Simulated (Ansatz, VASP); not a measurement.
# Li2Bi: VASP beside Ansatz

```xyz
6
Lattice="0.0000 4.0188 4.0188 4.0188 0.0000 4.0188 4.0188 4.0188 0.0000" Properties=species:S:1:pos:R:3 pbc="T T T"
Li    1.0047    1.0047    1.0047
Li    1.0047    3.0141    3.0141
Li    3.0141    3.0141    1.0047
Li    3.0141    1.0047    3.0141
Bi    4.0188    4.0188    4.0188
Bi    6.0282    6.0282    6.0282
```

Alike in both runs: task relaxation of cell and atoms; functional PBE; k mesh 8 × 8 × 8; occupations gaussian, width 0.1 eV; no spin polarisation.

|  | VASP | Ansatz |
| --- | --- | --- |
| version | VASP 6.6.1 | Ansatz 0.2.0 |
| potentials or method | VASP PAW PBE potentials, release 64 (Li_sv, Bi_d), cutoff 600 eV | scalar-relativistic, plane waves, PAW |
| valence electrons in the cell | 42 | 42 |

VASP gave:

```
gap on the k mesh at the Fermi level, each at its own relaxed structure (eV) : none
relaxed volume (Å³/atom)                                                     : 21.29
relaxed cell length with the largest relative difference (Å)                 : 5.653
```

Problem. Which values does Ansatz return?

Solution. gap on the k mesh at the Fermi level, each at its own relaxed structure (eV): none; relaxed volume (Å³/atom): 21.32; relaxed cell length with the largest relative difference (Å): 5.656.

A gap of «none» marks a metal or a gap that the smearing closes.

Spin-orbit coupling is off throughout. Noted on VASP's run: the cutoff is short for stress, so the pressure is rough.
